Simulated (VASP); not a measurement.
# Al (P6_3/mmc) in VASP: settings compared

The runs below take Al through single point, with PBEsol, BLYP, r2SCAN.

Program: VASP 6.6.1. These are calculated values, not measurements. Logs are shortened: lines on timing, memory, paths and dates and some standing lists are left out, and cuts for length are marked.

## (1) The cell of the first run

It takes space group P6_3/mmc (No. 194, hexagonal). The conventional cell has a = 2.812 Å, b = 2.812 Å, c = 4.867 Å, α = 90.00°, β = 90.00°, γ = 120.00°. Al (site symmetry -6m2) has 12 Al at 2.81 to 2.93 Å within 3.7 Å.

This isn't the form of Al at room conditions, which is fcc.

## (2) Single point, PBEsol

Contents of INCAR:

```
SYSTEM = Al
PREC = Accurate
ENCUT = 500
EDIFF = 1E-6
ISMEAR = 1
SIGMA = 0.1
LREAL = .False.
LASPH = .True.
NELM = 120
ALGO = Normal
ISIF = 2
LWAVE = .False.
LCHARG = .False.
GGA = PS
NBANDS = 10
GGA_COMPAT = .False.
```

Contents of KPOINTS:

```
regular mesh
0
Gamma
  14 14 7
  0 0 0
```

Contents of POSCAR:

```
Al
1.0
    2.8124600000      0.0000000000      0.0000000000
   -1.4062300000      2.4356618071      0.0000000000
    0.0000000000      0.0000000000      4.8668500000
Al
2
Direct
    0.6666666667      0.3333333333      0.7500000000
    0.3333333333      0.6666666667      0.2500000000
```

Potentials or basis: VASP PAW PBE potentials, release 64 (Al).

On the command line:

```console
> cat potpaw_PBE.64/Al/POTCAR > POTCAR
> mpirun -np 1 vasp_std > vasp.out
```

OUTCAR:

```text
SYSTEM = Al
   PREC = Accurate
   ENCUT = 500
   EDIFF = 1E-6
   ISMEAR = 1
   LREAL = .False.
   LASPH = .True.
   NELM = 120
   ISIF = 2
   GGA = PS

 ion  position               nearest neighbor table
   1  0.667  0.333  0.750-   2 2.93   2 2.93   2 2.93   2 2.93   2 2.93   2 2.93
   2  0.333  0.667  0.250-   1 2.93   1 2.93   1 2.93   1 2.93   1 2.93   1 2.93

  LATTYP: Found a hexagonal cell.
 ALAT       =     2.8124600000
 C/A-ratio  =     1.7304601665

  Lattice vectors:

 A1 = (   2.8124600000,   0.0000000000,   0.0000000000)
 A2 = (  -1.4062300000,   2.4356618071,   0.0000000000)
 A3 = (   0.0000000000,   0.0000000000,   4.8668500000)

Analysis of symmetry for initial positions (statically):
=====================================================================
 Subroutine PRICEL returns:
 Original cell was already a primitive cell.

 Routine SETGRP: Setting up the symmetry group for a
 hexagonal supercell.

 Subroutine GETGRP returns: Found 24 space group operations
 (whereof 12 operations were pure point group operations)
 out of a pool of 24 trial point group operations.

The static configuration has the point symmetry D_3d.
 The point group associated with its full space group is D_6h.

Analysis of symmetry for dynamics (positions and initial velocities):
=====================================================================
 Subroutine PRICEL returns:
 Original cell was already a primitive cell.

 Routine SETGRP: Setting up the symmetry group for a
 hexagonal supercell.

 Subroutine GETGRP returns: Found 24 space group operations
 (whereof 12 operations were pure point group operations)
 out of a pool of 24 trial point group operations.

The dynamic configuration has the point symmetry D_3d.
 The point group associated with its full space group is D_6h.

 Subroutine INISYM returns: Found 24 space group operations
 (whereof 12 operations are pure point group operations),
 and found     1 'primitive' translations

----------------------------------------------------------------------------------------

                                     Primitive cell

  volume of cell :      33.3389

  direct lattice vectors                    reciprocal lattice vectors
     2.812460000  0.000000000  0.000000000     0.355560612  0.205283015  0.000000000
    -1.406230000  2.435661807  0.000000000     0.000000000  0.410566031  0.000000000
     0.000000000  0.000000000  4.866850000     0.000000000  0.000000000  0.205471712

  length of vectors
     2.812460000  2.812460000  4.866850000     0.410566031  0.410566031  0.205471712

  position of ions in fractional coordinates (direct lattice)
     0.666666667  0.333333333  0.750000000
     0.333333333  0.666666667  0.250000000

  ion indices of the primitive-cell ions
   primitive index   ion index
                 1           1
                 2           2

----------------------------------------------------------------------------------------

 KPOINTS: regular mesh

Automatic generation of k-mesh.
 Grid dimensions read from file:
 generate k-points for:   14   14    7

 Generating k-lattice:

  Cartesian coordinates                     Fractional coordinates (reciprocal lattice)
     0.025397187  0.014663073  0.000000000     0.071428571 -0.000000000  0.000000000
     0.000000000  0.029326145  0.000000000     0.000000000  0.071428571  0.000000000
     0.000000000  0.000000000  0.029353102     0.000000000  0.000000000  0.142857143

  Length of vectors
     0.029326145  0.029326145  0.029353102

  Shift w.r.t. Gamma in fractional coordinates (k-lattice)
     0.000000000  0.000000000  0.000000000

 Subroutine IBZKPT returns following result:
 ===========================================

 Found     96 irreducible k-points:

 Following reciprocal coordinates:
            Coordinates               Weight
  0.000000  0.000000  0.000000      1.000000
  0.071429  0.000000  0.000000      6.000000
  0.142857  0.000000  0.000000      6.000000
  0.214286  0.000000  0.000000      6.000000
  0.285714  0.000000  0.000000      6.000000
  0.357143  0.000000  0.000000      6.000000
[... 16 lines left out ...]
  0.285714  0.285714  0.000000      6.000000
  0.357143  0.285714  0.000000      6.000000
 [... further k-points ...]
   k-points           NKPTS =     96   k-points in BZ     NKDIM =     96   number of bands    NBANDS=     10
   number of dos      NEDOS =    301   number of ions     NIONS =      2
   total plane-waves  NPLWV =  20736
   dimension x,y,z NGX =    24 NGY =   24 NGZ =   36
   dimension x,y,z NGXF=    48 NGYF=   48 NGZF=   72
   ions per type =               2
   NGX,Y,Z   is equivalent  to a cutoff of  14.19, 14.19, 12.30 a.u.
   NGXF,Y,Z  is equivalent  to a cutoff of  28.37, 28.37, 24.59 a.u.
 SYSTEM =  Al
   PREC   = accura    normal or accurate (medium, high low for compatibility)
   ISTART =      0    job   : 0-new  1-cont  2-samecut
   ICHARG =      2    charge: 1-file 2-atom 10-const
   ISPIN  =      1    spin polarized calculation?
   LNONCOLLINEAR =      F non collinear calculations
   LSORBIT =      F    spin-orbit coupling
   LASPH  =      T    aspherical Exc in radial PAW
   ENCUT  =  500.0 eV  36.75 Ry    6.06 a.u.   5.13  5.13  8.87*2*pi/ulx,y,z
   NELM   =    120;   NELMIN=  2; NELMDL= -5     # of ELM steps
   EDIFF  = 0.1E-05   stopping-criterion for ELM
   LREAL  =      F    real-space projection
   EDIFFG = 0.1E-04   stopping-criterion for IOM
   NSW    =      0    number of steps for IOM
   IBRION =     -1    ionic relax: 0-MD 1-quasi-New 2-CG
   NFREE  =      0    steps in history (QN), initial steepest desc. (CG)
   ISIF   =      2    stress and relaxation
   ISYM   =      2    0-nonsym 1-usesym 2-fastsym
   POTIM  = 0.5000    time-step for ionic-motion
   TEBEG  =    0.0;   TEEND  =   0.0 temperature during run
   PSTRESS=    0.0 pullay stress
   NELECT =       6.0000    total number of electrons
   NUPDOWN=      -1.0000    fix difference up-down
   EMIN   =  10.00;   EMAX   =-10.00  energy-range for DOS
   EFERMI =   0.00;   METHOD = LEGACY
   ISMEAR =     1;   SIGMA  =   0.10  broadening in eV -4-tet -1-fermi 0-gaus
   EFERMI_NEDOS =   21; number of points for ismear=-14 and -15
   IALGO  =     38    algorithm
   IMIX   =      4    mixing-type and parameters
     AMIX     =   0.40;   BMIX     =  1.00
     AMIX_MAG =   1.60;   BMIX_MAG =  1.00
  volume/ion in A,a.u.               =      16.67       112.49
  Fermi-wavevector in a.u.,A,eV,Ry     =   0.924290  1.746654 11.623615  0.854312
  Thomas-Fermi vector in A             =   2.050019
   LORBIT       =      0    0 simple, 1 ext, 2 COOP (PROOUT), +10 PAW based schemes
   GGA     = PS    functional components
   LHFCALC =     F    Hartree Fock is set to
   AEXX    =    0.0000 exact exchange contribution
   IVDW    =     0    specifies the selected vdW correction
   LEPSILON=     F    determine dielectric tensor
   LRPA    =     F    only Hartree local field effects (RPA)
 non-spin polarized calculation
 Methfessel and Paxton  Order N= 1 SIGMA  =   0.10
  energy-cutoff  :      500.00
  volume of cell :       33.34
 maximum number of plane-waves:       859
 NGX is ok and might be reduce to    24
   NGX = 11   NGY = 11   NGZ = 17

 number of electron       6.0000000 magnetization

 Free energy of the ion-electron system (eV)
  ---------------------------------------------------
  ext. energy  EPLUGINS =         0.00000000
  ---------------------------------------------------
  free energy    TOTEN  =        -8.11245473 eV

  energy without entropy =       -8.11243597  energy(sigma->0) =       -8.11244848

 E-fermi :   7.7687     XC(G=0): -10.2191

 val. band max:        7.7521988463   @ k =   0.3571   0.2857   0.2857
 cond. band min:       7.8040156292   @ k =   0.2143   0.0000   0.2857
 fundamental gap:      0.0518167829
 Fermi energy:         7.7687433696

 k-point     1 :       0.0000    0.0000    0.0000
  band No.  band energies     occupation
      1      -3.2207      2.00000
      2       2.7823      2.00000
      3       3.0105      2.00000
      4      18.9774      0.00000
      5      19.2588      0.00000
      6      19.2588      0.00000
      7      19.4776      0.00000
      8      19.4776      0.00000
      9      20.2042      0.00000
     10      22.5510      0.00000

 k-point     2 :       0.0714    0.0000    0.0000
  band No.  band energies     occupation
      1      -3.0935      2.00000
      2       2.9071      2.00000
      3       3.1292      2.00000
      4      16.9207      0.00000
      5      17.9579      0.00000
      6      18.7545      0.00000
      7      20.0254      0.00000
      8      20.2680      0.00000
      9      20.9753      0.00000
     10      22.1193      0.00000

 k-point     3 :       0.1429    0.0000    0.0000
  band No.  band energies     occupation
      1      -2.7125      2.00000
      2       3.2792      2.00000
      3       3.4855      2.00000
      4      14.2019      0.00000
      5      16.7703      0.00000
      6      17.8647      0.00000
      7      19.1510      0.00000
      8      19.7954      0.00000
      9      20.9007      0.00000
     10      21.0144      0.00000

 k-point     4 :       0.2143    0.0000    0.0000
  band No.  band energies     occupation
      1      -2.0800      2.00000
      2       3.8917      2.00000
      3       4.0793      2.00000
      4      11.5777      0.00000
      5      15.7995      0.00000
      6      16.3662      0.00000
      7      17.3669      0.00000
      8      17.7260      0.00000
      9      20.6695      0.00000
     10      20.9488      0.00000

 k-point     5 :       0.2857    0.0000    0.0000
  band No.  band energies     occupation
      1      -1.1993      2.00000
      2       4.7240      2.00000
      3       4.9102      2.00000
      4       9.1452     -0.00000
      5      14.4003      0.00000
      6      14.9353      0.00000
      7      15.0459      0.00000
      8      16.7679      0.00000
      9      20.0091      0.00000
     10      20.7928      0.00000

 k-point     6 :       0.3571    0.0000    0.0000
  band No.  band energies     occupation
      1      -0.0757      2.00000
      2       5.6205      2.00000
      3       5.9759      2.00000
      4       7.0767      2.00000
      5      12.4094      0.00000
      6      12.7011      0.00000
      7      14.5087      0.00000
      8      16.1289      0.00000
      9      19.5371      0.00000
     10      20.1901      0.00000
[... 183 lines left out ...]
 k-point    21 :       0.2857    0.2143    0.0000
  band No.  band energies     occupation
      1       1.4075      2.00000
      2       6.2241      2.00000
      3       7.3597      2.00000
      4       7.3901      2.00000
      5       8.5070     -0.00000
      6      12.3482      0.00000
      7      12.5024      0.00000
      8      14.2677      0.00000
      9      14.3925      0.00000
     10      22.6222      0.00000

 k-point    22 :       0.3571    0.2143    0.0000
  band No.  band energies     occupation
      1       2.8704      2.00000
      2       4.5435      2.00000
      3       7.6607      2.06318
      4       8.7532     -0.00000
      5       8.9334     -0.00000
      6      10.5830      0.00000
      7      10.9494      0.00000
      8      14.0038      0.00000
      9      14.0787      0.00000
     10      22.5372      0.00000

 k-point    23 :       0.2857    0.2857    0.0000
  band No.  band energies     occupation
      1       2.7503      2.00000
      2       5.9577      2.00000
      3       6.1479      2.00000
      4       8.6634     -0.00000
      5       8.8359     -0.00000
      6      11.6080      0.00000
      7      11.8857      0.00000
      8      12.7301      0.00000
      9      12.7911      0.00000
     10      24.7159      0.00000

 k-point    24 :       0.3571    0.2857    0.0000
  band No.  band energies     occupation
      1       4.2724      2.00000
      2       4.3521      2.00000
      3       5.9582      2.00000
      4       9.6676     -0.00000
      5       9.8547      0.00000
      6      10.4917      0.00000
      7      11.0695      0.00000
      8      12.3310      0.00000
      9      12.3589      0.00000
     10      25.0856      0.00000

 [... further k-points ...]
[... 5 lines left out ...]
  --------------------------------------------------------------------------------------
  -------------------------------------------------------------------------------------
  Total       -0.1268604     -0.1268604     -0.6152225      0.0000000      0.0000000      0.0000000
  in kB       -6.0965657     -6.0965657    -29.5659243      0.0000000      0.0000000      0.0000000
  external PRESSURE =     -13.9196853 kB  Pullay stress =       0.0000000 kB

 VOLUME and BASIS-vectors are now :
 -----------------------------------------------------------------------------
  energy-cutoff  :      500.00
  volume of cell :       33.34
      direct lattice vectors                 reciprocal lattice vectors
     2.812460000  0.000000000  0.000000000     0.355560612  0.205283015  0.000000000
    -1.406230000  2.435661807  0.000000000     0.000000000  0.410566031  0.000000000
     0.000000000  0.000000000  4.866850000     0.000000000  0.000000000  0.205471712

 POSITION                                       TOTAL-FORCE (eV/Angst)
 -----------------------------------------------------------------------------------
      1.40623      0.81189      3.65014        -0.000000      0.000000      0.000000
     -0.00000      1.62377      1.21671         0.000000     -0.000000      0.000000
 -----------------------------------------------------------------------------------
    total drift:                                0.000000     -0.000000     -0.000000

  FREE ENERGIE OF THE ION-ELECTRON SYSTEM (eV)
  ---------------------------------------------------
  free  energy   TOTEN  =        -8.1124547304 eV

  energy  without entropy=       -8.1124359674  energy(sigma->0) =       -8.11244848
```

Wall time 11 s (1 thread of Intel Xeon Platinum 8559C (Emerald Rapids), shared host); peak memory 0.15 GiB.

Results:

| Property | Result |
| --- | --- |
| Free energy | -8.1125 eV |
| Pressure | -1.4 GPa |
| Band gap on the k mesh | zero (bands 3 and 4 overlap by 5.32 eV) |

Stress tensor (GPa, compression positive):
```
-0.61  0.00  0.00
 0.00 -0.61  0.00
 0.00  0.00 -2.96
```

Levels at points of the mesh, in eV from the Fermi level:
| k point | band 1 | band 2 | band 3 | band 4 | band 5 | band 6 |
| --- | --- | --- | --- | --- | --- | --- |
| (0.00, 0.00, 0.00) | -10.99 | -4.99 | -4.76 | 11.21 | 11.49 | 11.49 |
| (0.50, 0.00, 0.00) | -4.95 | -4.85 | 0.68 | 0.68 | 1.41 | 1.51 |

Caveat: the PAW data sets were made with another functional, which shifts forces and pressure a little.

## (3) Single point, BLYP

Contents of INCAR:

```
SYSTEM = Al
PREC     = Accurate       ! precision mode
ENCUT    = 500            ! plane-wave cutoff, eV
EDIFF    = 1E-6           ! SCF threshold, eV
ISMEAR   = 1              ! smearing method
SIGMA    = 0.1            ! smearing width, eV
LREAL    = .False.        ! projectors in reciprocal space
LASPH    = .True.         ! aspherical terms in the spheres
NELM     = 120            ! most SCF steps
ALGO     = Normal         ! electronic algorithm
ISIF     = 2              ! what is computed and relaxed
LWAVE    = .False.        ! write WAVECAR
LCHARG   = .False.        ! write CHGCAR
GGA      = B5             ! functional
ALDAX    = 1.0          
AGGAX    = 1.0          
AGGAC    = 1.0          
ALDAC    = 0.0          
NBANDS   = 10             ! bands
GGA_COMPAT= .False.
```

Contents of KPOINTS:

```
Automatic mesh
0
Gamma
  14 14 7
  0 0 0
```

POSCAR is that of step 2.

Potentials or basis: VASP PAW PBE potentials, release 64 (Al).

On the command line:

```console
> cat potpaw_PBE.64/Al/POTCAR > POTCAR
> mpirun -np 1 vasp_std > vasp.out
```

It took 15 s on 1 thread of Intel Xeon Platinum 8559C (Emerald Rapids), shared host; peak memory 0.16 GiB.

The run converged. Its results:

```yaml
Free_energy: -5.3284 eV
Pressure: 3.8 GPa
Band_gap_on_the_k_mesh: zero (bands 3 and 4 overlap by 5.31 eV)
```

Stress tensor (GPa, compression positive):
```
4.20 0.00 0.00
0.00 4.20 0.00
0.00 0.00 3.02
```

Levels at points of the mesh, in eV from the Fermi level:
```tsv
k point	band 1	band 2	band 3	band 4	band 5	band 6	band 7	band 8
(0.00, 0.00, 0.00)	-10.97	-5.08	-4.65	11.20	11.37	11.37	11.72	11.72
(0.50, 0.00, 0.00)	-4.98	-4.79	0.60	0.71	1.30	1.69	6.25	7.79
```

Caveat: the cell stands under pressure; the PAW data sets were made with another functional, which shifts forces and pressure a little.

## (4) Single point, r2SCAN

POSCAR is that of step 3.

Contents of INCAR.step1:

```
PREC     = Accurate       # precision mode
ENCUT    = 550            # plane-wave cutoff, eV
ISMEAR   = 1              # smearing method
SIGMA    = 0.1            # smearing width, eV
LREAL    = F              # projectors in reciprocal space
LASPH    = T              # aspherical terms in the spheres
NELM     = 120            # most SCF steps
NBANDS   = 10             # bands
GGA      = PE             # functional
ALGO     = Normal         # electronic algorithm
EDIFF    = 1E-5           # SCF threshold, eV
LWAVE    = T              # write WAVECAR
LCHARG   = F              # write CHGCAR
GGA_COMPAT= F
```

Contents of INCAR.step2:

```
PREC     = Accurate       # precision mode
ENCUT    = 550            # plane-wave cutoff, eV
EDIFF    = 1E-6           # SCF threshold, eV
ISMEAR   = 1              # smearing method
SIGMA    = 0.1            # smearing width, eV
LREAL    = F              # projectors in reciprocal space
LASPH    = T              # aspherical terms in the spheres
NELM     = 120            # most SCF steps
ALGO     = Normal         # electronic algorithm
ISIF     = 2              # what is computed and relaxed
LWAVE    = F              # write WAVECAR
LCHARG   = F              # write CHGCAR
METAGGA  = R2SCAN         # meta-GGA
LMIXTAU  = T            
NBANDS   = 10             # bands
ISTART   = 1            
GGA_COMPAT= F
```

Contents of KPOINTS:

```
regular mesh
0
Gamma
  14 14 7
```

On the command line:

```console
> cat potpaw_PBE.64/Al/POTCAR > POTCAR
> cp INCAR.step1 INCAR
> mpirun -np 1 vasp_std > vasp.out
> cp INCAR.step2 INCAR
> mpirun -np 1 vasp_std > vasp.out
```

Run time: 63 s. Hardware: 1 thread of Intel Xeon Platinum 8559C (Emerald Rapids), shared host; peak memory 0.17 GiB.

It converged, with:

| Item | Value |
| --- | --- |
| Free energy | -13.3802 eV |
| Pressure | -3.3 GPa |
| Band gap on the k mesh | zero (bands 3 and 4 overlap by 5.58 eV) |

Stress tensor (GPa, compression positive):
```
-2.55  0.00  0.00
 0.00 -2.55  0.00
 0.00  0.00 -4.79
```

Levels at points of the mesh, in eV from the Fermi level:
```tsv
k point	band 1	band 2	band 3	band 4	band 5	band 6	band 7
(0.00, 0.00, 0.00)	-11.73	-5.23	-5.20	11.83	12.29	12.29	12.40
(0.50, 0.00, 0.00)	-5.27	-5.25	0.66	0.77	1.44	1.61	6.75
```

Caveat: the cell stands under tension; the PAW data sets were made with another functional, which shifts forces and pressure a little.

## (5) Summary

| level | cutoff (eV) | gap on the mesh (eV) | pressure (GPa) |
| --- | --- | --- | --- |
| PBEsol | 500 | none | -1.4 |
| BLYP | 500 | none | 3.8 |
| r2SCAN | 550 | none | -3.3 |

Alike in all rows: task single point; potentials or basis VASP PAW PBE potentials, release 64 (Al); no spin polarisation; cell as given; k mesh 14 × 14 × 7; smearing methfessel-paxton 0.1 eV.

The pressure there spans -3.3 GPa (r2SCAN) to 3.8 GPa (BLYP); a positive pressure means that this level wants a larger cell, a negative one a smaller.

Caveats: the PAW data sets were made with another functional, which shifts forces and pressure a little; the cell stands under pressure (at least some runs); the cell stands under tension (at least some runs).

Total energies depend on the potentials used, so only differences within one code and one set of settings carry meaning.
